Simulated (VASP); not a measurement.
Ta:

```
Ta
1.0
    -1.65128    1.65128    1.65128
     1.65128   -1.65128    1.65128
     1.65128    1.65128   -1.65128
Ta
1
Direct
  0.00000 0.00000 0.00000
```

| Property | Result |
| --- | --- |
| Program | VASP 6.6.1 |
| Task | relaxation of cell and atoms |
| Functional | PBEsol |
| Dispersion | D4 |
| Potentials or basis | VASP PAW PBE potentials, release 64 (Ta_pv) |
| Cutoff | 600 eV |
| k mesh | 11 × 11 × 11 |
| Occupations | fermi-dirac, width 0.05 eV |
| Spin | no spin polarisation |

At the start: pressure -5.7 GPa; volume 18.01 Å³/atom.

**Question.** How do energy, volume and symmetry change on relaxing?

**Answer.** Over 4 steps the energy falls by 9.1 meV/atom and the volume is 17.51 Å³/atom (-2.8 %); space group Im-3m (No. 229, to 0.05 Å).

The path:
```
step  energy change (eV)  largest force (eV/Å)  pressure (GPa)  volume (Å³)
   1              0.0000                0.0000           -5.74        18.01
   2              0.0473                0.0000           16.94        16.38
   3             -0.0091                0.0000           -0.16        17.53
   4             -0.0091                0.0000           -0.04        17.51
```

Final structure:
```xyz
1
Lattice="-1.6360 1.6360 1.6360 1.6360 -1.6360 1.6360 1.6360 1.6360 -1.6360" Properties=species:S:1:pos:R:3 pbc="T T T"
Ta    1.6360    1.6360    1.6360
```

Caveat: the PAW data sets were made with another functional, which shifts forces and pressure a little; pairwise dispersion overbinds metals, which lowers pressure and volume.
